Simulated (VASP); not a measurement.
# MgO (I4mm) in VASP: a series of runs

The runs below take MgO through single point, with PBEsol.

All numbers are computed with VASP 6.6.1; they aren't measurements. Logs are shortened: lines on timing, memory, paths and dates and some standing lists are left out, and cuts for length are marked.

## 1. The cell of the first run

Symmetry: I4mm, No. 107, tetragonal system. The conventional cell has a = 3.020 Å, b = 3.020 Å, c = 4.270 Å, α = 90.00°, β = 90.00°, γ = 90.00°. Mg (site symmetry 4mm) has 6 O at 2.07 to 2.20 Å within 2.7 Å. Within 2.7 Å of O (site symmetry 4mm) lie 6 Mg at 2.07 to 2.20 Å.

## 2. Single point, PBEsol

The input, INCAR:

```
PREC     = Accurate       # precision mode
ENCUT    = 520            # plane-wave cutoff, eV
EDIFF    = 1E-6           # SCF threshold, eV
ISMEAR   = 0              # smearing method
SIGMA    = 0.05           # smearing width, eV
LREAL    = False          # projectors in reciprocal space
LASPH    = True           # aspherical terms in the spheres
NELM     = 100            # most SCF steps
ALGO     = Normal         # electronic algorithm
ISIF     = 2              # what is computed and relaxed
LWAVE    = False          # write WAVECAR
LCHARG   = True           # write CHGCAR
GGA      = PS             # functional
LELF     = True           # ELF
LVHAR    = True         
NBANDS   = 11             # bands
```

The input, KPOINTS:

```
Automatic mesh
0
Gamma
  10 10 10
```

The input, POSCAR:

```
MgO
1.0
    0.0000000000      2.1351500000      2.1351500000
    2.1351500000      0.0000000000      2.1351500000
    2.1351500000      2.1351500000      0.0000000000
Mg O
1 1
Direct
    0.0000000000      0.0000000000      0.0000000000
    0.4853640259      0.4853640259      0.5146359741
```

Potentials or basis: VASP PAW PBE potentials, release 64 (Mg, O).

On the command line:

```bash
> cat potpaw_PBE.64/Mg/POTCAR potpaw_PBE.64/O/POTCAR > POTCAR
> mpirun -np 1 vasp_std > vasp.out
```

OUTCAR:

```text
PREC = Accurate
   ENCUT = 520
   EDIFF = 1E-6
   ISMEAR = 0
   LREAL = False
   LASPH = True
   NELM = 100
   ISIF = 2
   GGA = PS

 ion  position               nearest neighbor table
   1  0.000  0.000  0.000-   2 2.07   2 2.14   2 2.14   2 2.14   2 2.14   2 2.20
   2  0.485  0.485  0.515-   1 2.07   1 2.14   1 2.14   1 2.14   1 2.14   1 2.20

  LATTYP: Found a face centered cubic cell.
 ALAT       =     4.2703000000

  Lattice vectors:

 A1 = (   0.0000000000,   2.1351500000,   2.1351500000)
 A2 = (   2.1351500000,   0.0000000000,   2.1351500000)
 A3 = (   2.1351500000,   2.1351500000,   0.0000000000)

Analysis of symmetry for initial positions (statically):
=====================================================================
 Subroutine PRICEL returns:
 Original cell was already a primitive cell.

 Routine SETGRP: Setting up the symmetry group for a
 face centered cubic supercell.

 Subroutine GETGRP returns: Found  8 space group operations
 (whereof  8 operations were pure point group operations)
 out of a pool of 48 trial point group operations.

The static configuration has the point symmetry C_4v.

Analysis of symmetry for dynamics (positions and initial velocities):
=====================================================================
 Subroutine PRICEL returns:
 Original cell was already a primitive cell.

 Routine SETGRP: Setting up the symmetry group for a
 face centered cubic supercell.

 Subroutine GETGRP returns: Found  8 space group operations
 (whereof  8 operations were pure point group operations)
 out of a pool of 48 trial point group operations.

The dynamic configuration has the point symmetry C_4v.

 Subroutine INISYM returns: Found  8 space group operations
 (whereof  8 operations are pure point group operations),
 and found     1 'primitive' translations

----------------------------------------------------------------------------------------

                                     Primitive cell

  volume of cell :      19.4677

  direct lattice vectors                    reciprocal lattice vectors
     0.000000000  2.135150000  2.135150000    -0.234175585  0.234175585  0.234175585
     2.135150000  0.000000000  2.135150000     0.234175585 -0.234175585  0.234175585
     2.135150000  2.135150000  0.000000000     0.234175585  0.234175585 -0.234175585

  length of vectors
     3.019558088  3.019558088  3.019558088     0.405604011  0.405604011  0.405604011

  position of ions in fractional coordinates (direct lattice)
     0.000000000  0.000000000  0.000000000
     0.485364026  0.485364026  0.514635974

  ion indices of the primitive-cell ions
   primitive index   ion index
                 1           1
                 2           2

----------------------------------------------------------------------------------------

 KPOINTS: Automatic mesh

Automatic generation of k-mesh.
 Grid dimensions read from file:
 generate k-points for:   10   10   10

 Generating k-lattice:

  Cartesian coordinates                     Fractional coordinates (reciprocal lattice)
    -0.023417558  0.023417558  0.023417558     0.100000000  0.000000000  0.000000000
     0.023417558 -0.023417558  0.023417558     0.000000000  0.100000000  0.000000000
     0.023417558  0.023417558 -0.023417558     0.000000000  0.000000000  0.100000000

  Length of vectors
     0.040560401  0.040560401  0.040560401

  Shift w.r.t. Gamma in fractional coordinates (k-lattice)
     0.000000000  0.000000000  0.000000000

 Subroutine IBZKPT returns following result:
 ===========================================

 Found    102 irreducible k-points:

 Following reciprocal coordinates:
            Coordinates               Weight
  0.000000  0.000000  0.000000      1.000000
  0.100000  0.000000  0.000000      8.000000
  0.200000  0.000000  0.000000      8.000000
  0.300000  0.000000  0.000000      8.000000
  0.400000  0.000000  0.000000      8.000000
  0.500000  0.000000  0.000000      4.000000
[... 16 lines left out ...]
 -0.100000  0.100000  0.000000      4.000000
  0.000000 -0.100000  0.100000      8.000000
 [... further k-points ...]
   k-points           NKPTS =    102   k-points in BZ     NKDIM =    102   number of bands    NBANDS=     11
   number of dos      NEDOS =    301   number of ions     NIONS =      2
   total plane-waves  NPLWV =  13824
   dimension x,y,z NGX =    24 NGY =   24 NGZ =   24
   dimension x,y,z NGXF=    48 NGYF=   48 NGZF=   48
   ions per type =               1   1
   NGX,Y,Z   is equivalent  to a cutoff of  13.21, 13.21, 13.21 a.u.
   NGXF,Y,Z  is equivalent  to a cutoff of  26.43, 26.43, 26.43 a.u.
 SYSTEM =  unknown system
   PREC   = accura    normal or accurate (medium, high low for compatibility)
   ISTART =      0    job   : 0-new  1-cont  2-samecut
   ICHARG =      2    charge: 1-file 2-atom 10-const
   ISPIN  =      1    spin polarized calculation?
   LNONCOLLINEAR =      F non collinear calculations
   LSORBIT =      F    spin-orbit coupling
   LASPH  =      T    aspherical Exc in radial PAW
   ENCUT  =  520.0 eV  38.22 Ry    6.18 a.u.   5.61  5.61  5.61*2*pi/ulx,y,z
   NELM   =    100;   NELMIN=  2; NELMDL= -5     # of ELM steps
   EDIFF  = 0.1E-05   stopping-criterion for ELM
   LREAL  =      F    real-space projection
   EDIFFG = 0.1E-04   stopping-criterion for IOM
   NSW    =      0    number of steps for IOM
   IBRION =     -1    ionic relax: 0-MD 1-quasi-New 2-CG
   NFREE  =      0    steps in history (QN), initial steepest desc. (CG)
   ISIF   =      2    stress and relaxation
   ISYM   =      2    0-nonsym 1-usesym 2-fastsym
   POTIM  = 0.5000    time-step for ionic-motion
   TEBEG  =    0.0;   TEEND  =   0.0 temperature during run
   PSTRESS=    0.0 pullay stress
   NELECT =       8.0000    total number of electrons
   NUPDOWN=      -1.0000    fix difference up-down
   EMIN   =  10.00;   EMAX   =-10.00  energy-range for DOS
   EFERMI =   0.00;   METHOD = LEGACY
   ISMEAR =     0;   SIGMA  =   0.05  broadening in eV -4-tet -1-fermi 0-gaus
   EFERMI_NEDOS =   21; number of points for ismear=-14 and -15
   IALGO  =     38    algorithm
   IMIX   =      4    mixing-type and parameters
     AMIX     =   0.40;   BMIX     =  1.00
     AMIX_MAG =   1.60;   BMIX_MAG =  1.00
  volume/ion in A,a.u.               =       9.73        65.69
  Fermi-wavevector in a.u.,A,eV,Ry     =   1.217119  2.300022 20.155386  1.481379
  Thomas-Fermi vector in A             =   2.352450
   LORBIT       =      0    0 simple, 1 ext, 2 COOP (PROOUT), +10 PAW based schemes
   GGA     = PS    functional components
   LHFCALC =     F    Hartree Fock is set to
   AEXX    =    0.0000 exact exchange contribution
   IVDW    =     0    specifies the selected vdW correction
   LEPSILON=     F    determine dielectric tensor
   LRPA    =     F    only Hartree local field effects (RPA)
 non-spin polarized calculation
 Gauss-broadening in eV      SIGMA  =   0.05
  energy-cutoff  :      520.00
  volume of cell :       19.47
 maximum number of plane-waves:       544
   NGX = 11   NGY = 11   NGZ = 11

 number of electron       8.0000000 magnetization

 Free energy of the ion-electron system (eV)
  ---------------------------------------------------
  ext. energy  EPLUGINS =         0.00000000
  ---------------------------------------------------
  free energy    TOTEN  =       -12.48810606 eV

  energy without entropy =      -12.48810606  energy(sigma->0) =      -12.48810606

 E-fermi :   3.0723     XC(G=0): -11.1113

 val. band max:        2.7617292679   @ k =   0.0000   0.0000   0.0000
 cond. band min:       7.0081257323   @ k =   0.0000   0.0000   0.0000
 fundamental gap:      4.2463964644
 Fermi energy:         3.0722993170

 k-point     1 :       0.0000    0.0000    0.0000
  band No.  band energies     occupation
      1     -14.2343      2.00000
      2       2.7562      2.00000
      3       2.7617      2.00000
      4       2.7617      2.00000
      5       7.0081      0.00000
      6      18.1743      0.00000
      7      18.1821      0.00000
      8      18.1821      0.00000
      9      21.8955      0.00000
     10      23.7422      0.00000
     11      23.7505      0.00000

 k-point     2 :       0.1000    0.0000    0.0000
  band No.  band energies     occupation
      1     -14.1342      2.00000
      2       2.1030      2.00000
      3       2.6959      2.00000
      4       2.6982      2.00000
      5       7.6473      0.00000
      6      16.9214      0.00000
      7      18.4035      0.00000
      8      18.4065      0.00000
      9      22.9554      0.00000
     10      22.9641      0.00000
     11      23.5084      0.00000

 k-point     3 :       0.2000    0.0000    0.0000
  band No.  band energies     occupation
      1     -13.8592      2.00000
      2       0.8077      2.00000
      3       2.5349      2.00000
      4       2.5372      2.00000
      5       8.8443      0.00000
      6      15.3986      0.00000
      7      18.8344      0.00000
      8      18.8393      0.00000
      9      22.2543      0.00000
     10      22.2719      0.00000
     11      24.2430      0.00000

 k-point     4 :       0.3000    0.0000    0.0000
  band No.  band energies     occupation
      1     -13.4891      2.00000
      2      -0.4688      2.00000
      3       2.3454      2.00000
      4       2.3477      2.00000
      5       9.7967      0.00000
      6      14.6564      0.00000
      7      18.8882      0.00000
      8      18.8887      0.00000
      9      22.7022      0.00000
     10      22.7120      0.00000
     11      23.6416      0.00000
[... 239 lines left out ...]
 k-point    22 :       0.0000   -0.2000    0.1000
  band No.  band energies     occupation
      1     -13.6710      2.00000
      2       0.2890      2.00000
      3       2.1234      2.00000
      4       2.4987      2.00000
      5       9.5887      0.00000
      6      14.8119      0.00000
      7      18.3212      0.00000
      8      19.4112      0.00000
      9      21.0202      0.00000
     10      23.1153      0.00000
     11      25.2570      0.00000

 k-point    23 :      -0.1000    0.1000    0.0000
  band No.  band energies     occupation
      1     -13.9764      2.00000
      2       1.3928      2.00000
      3       2.4390      2.00000
      4       2.6535      2.00000
      5       8.4487      0.00000
      6      15.8541      0.00000
      7      18.5055      0.00000
      8      18.8284      0.00000
      9      21.5879      0.00000
     10      23.0560      0.00000
     11      24.9446      0.00000

 k-point    24 :       0.0000   -0.1000    0.1000
  band No.  band energies     occupation
      1     -13.9764      2.00000
      2       1.3938      2.00000
      3       2.4402      2.00000
      4       2.6515      2.00000
      5       8.4458      0.00000
      6      15.8581      0.00000
      7      18.5005      0.00000
      8      18.8322      0.00000
      9      21.6101      0.00000
     10      23.0543      0.00000
     11      24.9139      0.00000

 [... further k-points ...]
[... 5 lines left out ...]
  --------------------------------------------------------------------------------------
  -------------------------------------------------------------------------------------
  Total       -0.7763261     -0.7763261     -0.6319293      0.0000000     -0.0000000      0.0000000
  in kB      -63.8909915    -63.8909915    -52.0072516      0.0000000     -0.0000000      0.0000000
  external PRESSURE =     -59.9297449 kB  Pullay stress =       0.0000000 kB

 VOLUME and BASIS-vectors are now :
 -----------------------------------------------------------------------------
  energy-cutoff  :      520.00
  volume of cell :       19.47
      direct lattice vectors                 reciprocal lattice vectors
     0.000000000  2.135150000  2.135150000    -0.234175585  0.234175585  0.234175585
     2.135150000  0.000000000  2.135150000     0.234175585 -0.234175585  0.234175585
     2.135150000  2.135150000  0.000000000     0.234175585  0.234175585 -0.234175585

 POSITION                                       TOTAL-FORCE (eV/Angst)
 -----------------------------------------------------------------------------------
      0.00000      0.00000      0.00000         0.000000      0.000000     -0.283754
      2.13515      2.13515      2.07265         0.000000      0.000000      0.283754
 -----------------------------------------------------------------------------------
    total drift:                               -0.000000     -0.000000      0.000285

  FREE ENERGIE OF THE ION-ELECTRON SYSTEM (eV)
  ---------------------------------------------------
  free  energy   TOTEN  =       -12.4881060561 eV

  energy  without entropy=      -12.4881060561  energy(sigma->0) =      -12.48810606
```

Wall time 29 s (1 thread of Intel Xeon 8259CL, shared host); peak memory 0.15 GiB.

What came out:

- Free energy: -12.4881 eV
- Pressure: -6.0 GPa
- Largest force: 0.284 eV/Å
- Band gap on the k mesh: 4.25 eV, direct

Forces in eV/Å, atoms in the order of the input:
```
Mg   0.000  0.000 -0.284
O    0.000  0.000  0.284
```

Stress tensor (GPa, compression positive):
```
-6.39  0.00  0.00
 0.00 -6.39  0.00
 0.00  0.00 -5.20
```

Levels at points of the mesh, in eV from the valence-band top:
| k point | band 2 | band 3 | band 4 | band 5 | band 6 | band 7 |
| --- | --- | --- | --- | --- | --- | --- |
| (0.00, 0.00, 0.00) | -0.01 | 0.00 | 0.00 | 4.25 | 15.41 | 15.42 |
| (0.50, 0.00, 0.00) | -4.50 | -0.62 | -0.61 | 7.49 | 12.03 | 15.76 |
| (0.50, 0.50, 0.00) | -3.97 | -1.31 | -1.31 | 8.88 | 9.42 | 12.55 |
| (0.00, 0.50, 0.50) | -3.97 | -1.31 | -1.31 | 8.89 | 9.42 | 12.55 |

Caveat: the cell differs from its parent crystal (all O atoms moved +0.062 Å, as atom 2 towards its neighbour atom 1 (Mg) at 2.135 Å); the PAW data sets were made with another functional, which shifts forces and pressure a little.

[end of part 1 of 2]
